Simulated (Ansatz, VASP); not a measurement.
## Two plane-wave programs on Al32H

```
Al H
1.0
     8.10000    0.00000    0.00000
     0.00000    8.10000    0.00000
     0.00000    0.00000    8.10000
Al H
32 1
Direct
  0.49873 0.99999 0.00001
  0.75001 0.25124 0.00001
  0.75004 0.99984 0.24424
  0.00128 0.99999 0.00001
  0.24999 0.25090 0.00001
  0.49914 0.50004 0.00001
  0.75000 0.74870 0.00002
  0.24999 0.99999 0.24872
  0.50033 0.24970 0.25034
  0.75000 0.50006 0.24870
  0.49410 0.99983 0.49996
  0.75004 0.25620 0.49996
  0.75004 0.99983 0.75590
  0.00085 0.50003 0.00001
  0.24999 0.74917 0.00001
  0.99964 0.24969 0.25036
  0.24999 0.50003 0.24915
  0.50034 0.75040 0.25036
  0.00576 0.99984 0.49996
  0.24999 0.25124 0.49999
  0.49872 0.50005 0.50000
  0.75004 0.74440 0.49996
  0.24999 0.99999 0.75127
  0.50031 0.24971 0.74969
  0.75000 0.50005 0.75128
  0.99964 0.75040 0.25036
  0.00130 0.50006 0.50000
  0.24998 0.74870 0.50000
  0.99966 0.24970 0.74967
  0.24999 0.50004 0.75086
  0.50034 0.75040 0.74966
  0.99964 0.75040 0.74966
  0.74871 0.00539 0.50126
```

Alike in both runs: functional PBE; k mesh 3 × 3 × 3; occupations gaussian, width 0.05 eV; no spin polarisation.

Ansatz relaxed the structure, and its values are those at the end. VASP's run is a single point on that final structure, the one shown.

```csv
,VASP,Ansatz
version,VASP 6.6.1,Ansatz 0.2.0
potentials or method,"VASP PAW PBE potentials, release 64 (Al, H), cutoff 520 eV","scalar-relativistic, plane waves, PAW"
valence electrons in the cell,97,97
```

```tsv
	VASP	Ansatz	Ansatz less VASP
rms of the force components (eV/Å)	0.006	0.003	-0.0029
```
